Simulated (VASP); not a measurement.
# Ta4C3 (R3m) in VASP: single point with PBEsol

Aim: the single point of Ta4C3 with PBEsol.

Program: VASP 6.6.1. These are calculated values, not measurements. Logs are shortened: lines on timing, memory, paths and dates and some standing lists are left out, and cuts for length are marked.

### 1 The cell of the first run

Symmetry: R3m, No. 160, trigonal system. The conventional cell has a = 3.103 Å, b = 3.103 Å, c = 30.494 Å, α = 90.00°, β = 90.00°, γ = 120.00°. Within 3.2 Å of Ta (site symmetry 3m) lie 6 C at 2.24 to 2.25 Å and 9 Ta at 3.08 to 3.10 Å. Within 2.8 Å of Ta (site symmetry 3m) lie 3 C at 2.14 Å. Within 3.2 Å of Ta (site symmetry 3m) lie 3 C at 2.17 Å and 12 Ta at 2.93 to 3.10 Å. Ta (site symmetry 3m) has 6 C at 2.10 to 2.33 Å within 2.8 Å. C (site symmetry 3m) has 6 Ta at 2.10 to 2.17 Å within 2.8 Å. Within 2.8 Å of C (site symmetry 3m) lie 6 Ta at 2.14 to 2.24 Å and 1 C at 2.70 Å. Within 3.2 Å of C (site symmetry 3m) lie 6 Ta at 2.25 to 2.33 Å and 10 C at 2.70 to 3.14 Å.

### 2 Single point, PBEsol (atom 4 (Ta) moved +0.175 Å along Cartesian [0 0 1])

INCAR reads:

```
ALGO = Normal
EDIFF = 1E-6
ENCUT = 520
GGA = PS
ISIF = 2
ISMEAR = 0
LASPH = True
LCHARG = False
LREAL = False
LWAVE = False
NBANDS = 37
NELM = 80
PREC = Accurate
SIGMA = 0.15
```

KPOINTS reads:

```
k-points
0
Gamma
  12 12 12
```

POSCAR reads:

```
Ta4C3
1.0
    1.5516367303      0.8958378839     10.1645109695
   -1.5516367303      0.8958378839     10.1645109695
    0.0000000000     -1.7916757678     10.1645109695
Ta C
4 3
Direct
    0.3733722057      0.3733722057      0.3733722057
    0.6244615989      0.6244615989      0.6244615989
    0.2096180968      0.2096180968      0.2096180968
    0.8001363603      0.8001363603      0.8001363603
    0.5025935066      0.5025935066      0.5025935066
    0.9960170748      0.9960170748      0.9960170748
    0.0845400886      0.0845400886      0.0845400886
```

Potentials or basis: VASP PAW PBE potentials, release 64 (Ta_pv, C).

The run is started by

```
$ cat potpaw_PBE.64/Ta_pv/POTCAR potpaw_PBE.64/C/POTCAR > POTCAR
$ mpirun -np 1 vasp_std > vasp.out
```

OUTCAR:

```text
EDIFF = 1E-6
   ENCUT = 520
   GGA = PS
   ISIF = 2
   ISMEAR = 0
   LASPH = True
   LREAL = False
   NELM = 80
   PREC = Accurate

 ion  position               nearest neighbor table
   1  0.373  0.373  0.373-   6 2.24   6 2.24   6 2.24   7 2.25   7 2.25   7 2.25   2 3.08   2 3.08
                             2 3.08   4 3.37   4 3.37   4 3.37
   2  0.624  0.624  0.624-   6 2.14   6 2.14   6 2.14   3 3.06   3 3.06   3 3.06   1 3.08   1 3.08
                             1 3.08
   3  0.210  0.210  0.210-   5 2.17   5 2.17   5 2.17   4 2.93   4 2.93   4 2.93   2 3.06   2 3.06
                             2 3.06
   4  0.800  0.800  0.800-   5 2.10   5 2.10   5 2.10   7 2.33   7 2.33   7 2.33   3 2.93   3 2.93
                             3 2.93   1 3.37   1 3.37   1 3.37
   5  0.503  0.503  0.503-   4 2.10   4 2.10   4 2.10   3 2.17   3 2.17   3 2.17
   6  0.996  0.996  0.996-   2 2.14   2 2.14   2 2.14   1 2.24   1 2.24   1 2.24
   7  0.085  0.085  0.085-   1 2.25   1 2.25   1 2.25   4 2.33   4 2.33   4 2.33

  LATTYP: Found a trigonal (rhomboedric) cell.
 ALAT       =    10.3212104574
 COS(alpha) =     0.9547989179

  Lattice vectors:

 A1 = (   1.5516367303,   0.8958378839,  10.1645109695)
 A2 = (  -1.5516367303,   0.8958378839,  10.1645109695)
 A3 = (   0.0000000000,  -1.7916757678,  10.1645109695)

Analysis of symmetry for initial positions (statically):
=====================================================================
 Subroutine PRICEL returns:
 Original cell was already a primitive cell.

 Routine SETGRP: Setting up the symmetry group for a
 trigonal (rhombohedral) supercell.

 Subroutine GETGRP returns: Found  6 space group operations
 (whereof  6 operations were pure point group operations)
 out of a pool of 12 trial point group operations.

The static configuration has the point symmetry C_3v.

Analysis of symmetry for dynamics (positions and initial velocities):
=====================================================================
 Subroutine PRICEL returns:
 Original cell was already a primitive cell.

 Routine SETGRP: Setting up the symmetry group for a
 trigonal (rhombohedral) supercell.

 Subroutine GETGRP returns: Found  6 space group operations
 (whereof  6 operations were pure point group operations)
 out of a pool of 12 trial point group operations.

The dynamic configuration has the point symmetry C_3v.

 Subroutine INISYM returns: Found  6 space group operations
 (whereof  6 operations are pure point group operations),
 and found     1 'primitive' translations

----------------------------------------------------------------------------------------

                                     Primitive cell

  volume of cell :      84.7729

  direct lattice vectors                    reciprocal lattice vectors
     1.551636730  0.895837884 10.164510970     0.322240374  0.186045567  0.032793839
    -1.551636730  0.895837884 10.164510970    -0.322240374  0.186045567  0.032793839
     0.000000000 -1.791675768 10.164510970     0.000000000 -0.372091133  0.032793839

  length of vectors
    10.321210457 10.321210457 10.321210457     0.373533462  0.373533462  0.373533462

  position of ions in fractional coordinates (direct lattice)
     0.373372206  0.373372206  0.373372206
     0.624461599  0.624461599  0.624461599
     0.209618097  0.209618097  0.209618097
     0.800136360  0.800136360  0.800136360
     0.502593507  0.502593507  0.502593507
     0.996017075  0.996017075  0.996017075
     0.084540089  0.084540089  0.084540089

  ion indices of the primitive-cell ions
   primitive index   ion index
                 1           1
                 2           2
                 3           3
                 4           4
                 5           5
                 6           6
                 7           7

----------------------------------------------------------------------------------------

 KPOINTS: k-points

Automatic generation of k-mesh.
 Grid dimensions read from file:
 generate k-points for:   12   12   12

 Generating k-lattice:

  Cartesian coordinates                     Fractional coordinates (reciprocal lattice)
     0.026853364  0.015503797  0.002732820     0.083333333  0.000000000  0.000000000
    -0.026853364  0.015503797  0.002732820     0.000000000  0.083333333  0.000000000
     0.000000000 -0.031007594  0.002732820     0.000000000  0.000000000  0.083333333

  Length of vectors
     0.031127788  0.031127788  0.031127788

  Shift w.r.t. Gamma in fractional coordinates (k-lattice)
     0.000000000  0.000000000  0.000000000

 Subroutine IBZKPT returns following result:
 ===========================================

 Found    189 irreducible k-points:

 Following reciprocal coordinates:
            Coordinates               Weight
  0.000000  0.000000  0.000000      1.000000
  0.083333 -0.000000  0.000000      6.000000
  0.166667  0.000000  0.000000      6.000000
  0.250000 -0.000000  0.000000      6.000000
  0.333333 -0.000000  0.000000      6.000000
  0.416667 -0.000000  0.000000      6.000000
[... 16 lines left out ...]
  0.500000  0.166667  0.000000     12.000000
 -0.416667  0.166667 -0.000000     12.000000
 [... further k-points ...]
   k-points           NKPTS =    189   k-points in BZ     NKDIM =    189   number of bands    NBANDS=     37
   number of dos      NEDOS =    301   number of ions     NIONS =      7
   total plane-waves  NPLWV = 512000
   dimension x,y,z NGX =    80 NGY =   80 NGZ =   80
   dimension x,y,z NGXF=   160 NGYF=  160 NGZF=  160
   ions per type =               4   3
   NGX,Y,Z   is equivalent  to a cutoff of  12.89, 12.89, 12.89 a.u.
   NGXF,Y,Z  is equivalent  to a cutoff of  25.77, 25.77, 25.77 a.u.
 SYSTEM =  unknown system
   PREC   = accura    normal or accurate (medium, high low for compatibility)
   ISTART =      0    job   : 0-new  1-cont  2-samecut
   ICHARG =      2    charge: 1-file 2-atom 10-const
   ISPIN  =      1    spin polarized calculation?
   LNONCOLLINEAR =      F non collinear calculations
   LSORBIT =      F    spin-orbit coupling
   LASPH  =      T    aspherical Exc in radial PAW
   ENCUT  =  520.0 eV  38.22 Ry    6.18 a.u.  19.19 19.19 19.19*2*pi/ulx,y,z
   NELM   =     80;   NELMIN=  2; NELMDL= -5     # of ELM steps
   EDIFF  = 0.1E-05   stopping-criterion for ELM
   LREAL  =      F    real-space projection
   EDIFFG = 0.1E-04   stopping-criterion for IOM
   NSW    =      0    number of steps for IOM
   IBRION =     -1    ionic relax: 0-MD 1-quasi-New 2-CG
   NFREE  =      0    steps in history (QN), initial steepest desc. (CG)
   ISIF   =      2    stress and relaxation
   ISYM   =      2    0-nonsym 1-usesym 2-fastsym
   POTIM  = 0.5000    time-step for ionic-motion
   TEBEG  =    0.0;   TEEND  =   0.0 temperature during run
   PSTRESS=    0.0 pullay stress
   NELECT =      56.0000    total number of electrons
   NUPDOWN=      -1.0000    fix difference up-down
   EMIN   =  10.00;   EMAX   =-10.00  energy-range for DOS
   EFERMI =   0.00;   METHOD = LEGACY
   ISMEAR =     0;   SIGMA  =   0.15  broadening in eV -4-tet -1-fermi 0-gaus
   EFERMI_NEDOS =   21; number of points for ismear=-14 and -15
   IALGO  =     38    algorithm
   IMIX   =      4    mixing-type and parameters
     AMIX     =   0.40;   BMIX     =  1.00
     AMIX_MAG =   1.60;   BMIX_MAG =  1.00
  volume/ion in A,a.u.               =      12.11        81.73
  Fermi-wavevector in a.u.,A,eV,Ry     =   1.425778  2.694329 27.658489  2.032842
  Thomas-Fermi vector in A             =   2.546125
   LORBIT       =      0    0 simple, 1 ext, 2 COOP (PROOUT), +10 PAW based schemes
   GGA     = PS    functional components
   LHFCALC =     F    Hartree Fock is set to
   AEXX    =    0.0000 exact exchange contribution
   IVDW    =     0    specifies the selected vdW correction
   LEPSILON=     F    determine dielectric tensor
   LRPA    =     F    only Hartree local field effects (RPA)
 non-spin polarized calculation
 Gauss-broadening in eV      SIGMA  =   0.15
  energy-cutoff  :      520.00
  volume of cell :       84.77
 maximum number of plane-waves:      2300
 NGX is ok and might be reduce to    80
   NGX = 39   NGY = 39   NGZ = 39

 number of electron      56.0000001 magnetization

 Free energy of the ion-electron system (eV)
  ---------------------------------------------------
  ext. energy  EPLUGINS =         0.00000000
  ---------------------------------------------------
  free energy    TOTEN  =       -83.16598107 eV

  energy without entropy =      -83.14543000  energy(sigma->0) =      -83.15570553

 E-fermi :   7.2534     XC(G=0): -13.1397

 val. band max:        7.2529690119   @ k =  -0.3333   0.4167   0.1667
 cond. band min:       7.2626465390   @ k =  -0.2500   0.2500   0.0000
 fundamental gap:      0.0096775271
 Fermi energy:         7.2533516354

 k-point     1 :       0.0000    0.0000    0.0000
  band No.  band energies     occupation
      1     -27.9200      2.00000
      2     -27.6707      2.00000
      3     -27.3802      2.00000
      4     -27.3802      2.00000
      5     -27.2830      2.00000
      6     -27.2491      2.00000
[... 29 lines left out ...]
     36      10.1830      0.00000
     37      10.1836      0.00000

 k-point     2 :       0.0833   -0.0000    0.0000
  band No.  band energies     occupation
      1     -27.9048      2.00000
      2     -27.6674      2.00000
      3     -27.4314      2.00000
      4     -27.3914      2.00000
      5     -27.3154      2.00000
      6     -27.2596      2.00000
[... 29 lines left out ...]
     36      10.4341      0.00000
     37      10.5044      0.00000
[... 838 lines left out ...]
     36      11.8680      0.00000
     37      12.2342      0.00000

 k-point    24 :      -0.4167    0.1667   -0.0000
  band No.  band energies     occupation
      1     -28.0178      2.00000
      2     -27.8551      2.00000
      3     -27.6984      2.00000
      4     -27.6807      2.00000
      5     -27.6510      2.00000
      6     -27.5061      2.00000
[... 29 lines left out ...]
     36      11.8594      0.00000
     37      12.2226      0.00000

 [... further k-points ...]

------------------------ aborting loop because EDIFF is reached ----------------------------------------

  FORCE on cell =-STRESS in cart. coord.  units (eV):
  Direction    XX          YY          ZZ          XY          YZ          ZX
  --------------------------------------------------------------------------------------
  -------------------------------------------------------------------------------------
  Total        1.9593433      1.9593433      1.2947581      0.0000000      0.0000000      0.0000000
  in kB       37.0308682     37.0308682     24.4704525      0.0000000      0.0000000      0.0000000
  external PRESSURE =      32.8440629 kB  Pullay stress =       0.0000000 kB

 VOLUME and BASIS-vectors are now :
 -----------------------------------------------------------------------------
  energy-cutoff  :      520.00
  volume of cell :       84.77
      direct lattice vectors                 reciprocal lattice vectors
     1.551636730  0.895837884 10.164510970     0.322240374  0.186045567  0.032793839
    -1.551636730  0.895837884 10.164510970    -0.322240374  0.186045567  0.032793839
     0.000000000 -1.791675768 10.164510970     0.000000000 -0.372091133  0.032793839

 POSITION                                       TOTAL-FORCE (eV/Angst)
 -----------------------------------------------------------------------------------
      0.00000      0.00000     11.38544         0.000000     -0.000000      0.637010
      0.00000      0.00000     19.04204         0.000000     -0.000000      0.014978
      0.00000      0.00000      6.39200         0.000000     -0.000000      1.171990
      0.00000      0.00000     24.39898         0.000000      0.000000     -4.303571
      0.00000      0.00000     15.32585         0.000000     -0.000000      1.547840
      0.00000      0.00000     30.37208         0.000000     -0.000000     -0.018409
      0.00000      0.00000      2.57793         0.000000     -0.000000      0.950161
 -----------------------------------------------------------------------------------
    total drift:                               -0.000000     -0.000000      0.000057

  FREE ENERGIE OF THE ION-ELECTRON SYSTEM (eV)
  ---------------------------------------------------
  free  energy   TOTEN  =       -83.1659810673 eV

  energy  without entropy=      -83.1454299958  energy(sigma->0) =      -83.15570553
```

It took 79 min on 1 thread of AMD EPYC 9R14 (Zen 4), shared host; peak memory 1.2 GiB.

What came out:

```yaml
Free_energy: -83.1660 eV
Pressure: 3.3 GPa
Largest_force: 4.304 eV/Å
Band_gap_on_the_k_mesh: zero (bands 28 and 29 overlap by 0.40 eV)
```

Forces in eV/Å, atoms in the order of the input:
```
Ta   0.000  0.000  0.637
Ta   0.000  0.000  0.015
Ta   0.000  0.000  1.172
Ta   0.000  0.000 -4.304
C    0.000  0.000  1.548
C    0.000  0.000 -0.018
C    0.000  0.000  0.950
```

Stress tensor (GPa, compression positive):
```
3.70 0.00 0.00
0.00 3.70 0.00
0.00 0.00 2.45
```

Caveat: the cell differs from its parent crystal (atom 4 (Ta) moved +0.175 Å along Cartesian [0 0 1]); the cell stands under pressure; the PAW data sets were made with another functional, which shifts forces and pressure a little; spin-orbit coupling is left out, which moves the levels of the heavy elements.
